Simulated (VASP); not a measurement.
Write the native input for VASP 6.6.1 that does the following.

```yaml
Task: single point
Functional: PBE
Potentials_or_basis: VASP PAW PBE potentials, release 64 (Co, H)
Cutoff: 520 eV
k_mesh: 12 × 12 × 14
Occupations: gaussian, width 0.1 eV
Spin: collinear spin, ferromagnetic start
Starting_moments: "[1.17, 0.0, 0.0, 0.0, 0.0] μB"
Dipole_correction: no
Further_INCAR_settings: ALGO = Normal; EDIFF = 1e-06; NBANDS = 18
```

The structure of CoH4 lies in POSCAR:

```
CoH4
1.0
    2.9535322117      0.0000000000      0.0000000000
    0.0000000000      2.9535322117      0.0000000000
    0.0000000000      0.0000000000      2.6783971861
Co H
1 4
Direct
    0.0000000000      0.0000000000      0.0000000000
    0.5000000000      0.5000000000      0.8492183449
    0.5000000000      0.5000000000      0.1507816551
    0.0000000000      0.5000000000      0.5000000000
    0.5000000000      0.0000000000      0.5000000000
```

The cell was built from a structure type or drawn by symmetry, and may not be a known phase.

One way to write it, as run:

INCAR

```
ALGO = Normal ; EDIFF = 1E-6
ENCUT = 520 ; GGA = PE
ISIF = 2 ; ISMEAR = 0
ISPIN = 2 ; LASPH = True
LCHARG = True ; LELF = True
LMAXMIX = 4 ; LORBIT = 11
LREAL = False ; LVHAR = True
LWAVE = False ; MAGMOM = 1.17 0 0 0 0
NBANDS = 18 ; NELM = 150
PREC = Accurate ; SIGMA = 0.1
```

KPOINTS

```
k-points
0
Gamma
  12 12 14
```

Potentials or basis: VASP PAW PBE potentials, release 64 (Co, H).

Run with:

```console
$ cat potpaw_PBE.64/Co/POTCAR potpaw_PBE.64/H/POTCAR > POTCAR
$ mpirun -np 1 vasp_std > vasp.out
```

It gave:

| Item | Value |
| --- | --- |
| Pressure | -0.4 GPa |
| Net moment | 1.12 μB per cell |
| Site moments | Co +1.09; H +0.03, -0.00 (each value once) μB |
| Valence electrons inside the program's atomic spheres | Co 8.12; H 0.60, 0.49 (each value once) |

Wall time 2.4 min on 1 thread of Intel Xeon 8259CL (shared host), peak memory 0.25 GiB.
